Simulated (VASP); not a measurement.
Input of a VASP 6.6.1 run:

The input INCAR:

```
PREC = Accurate
ENCUT = 600
EDIFF = 1E-6
ISMEAR = 0
SIGMA = 0.02
LREAL = False
LASPH = True
NELM = 120
ALGO = Normal
ISIF = 2
LWAVE = False
LCHARG = False
GGA = CA
NBANDS = 16
GGA_COMPAT = False
```

Contents of KPOINTS:

```
Automatic mesh
0
Gamma
  8 6 10
```

Contents of POSCAR:

```
SiC
1.0
    3.1503048237      0.0000000000      0.0000000000
    0.0000000000      4.4552037582      0.0000000000
    0.0000000000      0.0000000000      2.9915804675
Si C
2 2
Direct
    0.0000000000      0.0000000000      0.0000000000
    0.5000000000      0.5000000000      0.5000023000
    0.5000000000      0.2500000000      0.0000000000
    1.0000000000      0.7500000000      0.5000023000
```

Potentials or basis: VASP PAW LDA potentials, release 64 (Si, C).

Run with:

```sh
$ cat potpaw_LDA.64/Si/POTCAR potpaw_LDA.64/C/POTCAR > POTCAR
$ mpirun -np 1 vasp_std > vasp.out
```

**Question.** Predict the largest force.

**Answer.** 0.357 eV/Å.

**Question.** Predict the pressure.

**Answer.** -6.6 GPa.

**Question.** What does it give for the band gap on the k mesh?

**Answer.** 1.01 eV.

Stress tensor (GPa, compression positive):
```
-17.84   0.00   0.00
  0.00 -11.67   0.00
  0.00   0.00   9.56
```

Caveat: the cell stands under tension. A k mesh can miss the band edges.
